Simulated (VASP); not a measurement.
# BP: single point with PBE+D4

The system is BP.

```
CELL_PARAMETERS angstrom
0.00000 2.25183 2.25183
2.25183 0.00000 2.25183
2.25183 2.25183 0.00000
ATOMIC_POSITIONS crystal
P 0.75000 0.75000 0.75000
B 0.00000 0.00000 0.00000
```

| Quantity | Value |
| --- | --- |
| Program | VASP 6.6.1 |
| Task | single point |
| Functional | PBE |
| Dispersion | D4 |
| Potentials or basis | VASP PAW PBE potentials, release 64 (P, B) |
| Cutoff | 520 eV |
| k mesh | 10 × 10 × 10 |
| Occupations | fermi-dirac, width 0.05 eV |
| Spin | no spin polarisation |
| Dipole correction | no |
| Further INCAR settings | ALGO = Normal; EDIFF = 1e-07; NBANDS = 11 |

The pressure is -0.2 GPa and the band gap on the k mesh is 1.21 eV, indirect (least direct gap 3.44 eV). The dispersion energy per atom is -0.362 eV.

Levels at points of the mesh, in eV from the valence-band top:
```csv
k point,band 1,band 2,band 3,band 4,band 5,band 6,band 7,band 8
"(0.00, 0.00, 0.00)",-15.67,0.00,0.00,0.00,3.44,3.44,3.44,7.72
"(0.50, 0.00, 0.00)",-12.25,-9.20,-1.79,-1.79,3.92,4.73,4.73,10.21
"(0.50, 0.50, 0.00)",-10.69,-8.70,-4.20,-4.20,1.29,1.64,12.34,12.34
```

It took 32 s on 1 thread of AMD EPYC 7R43 64-Core Processor (Zen 3), on a shared host, peak memory 0.1 GiB.

A k mesh can miss the band edges. As with any semilocal functional, this PBE gap is likely too small.
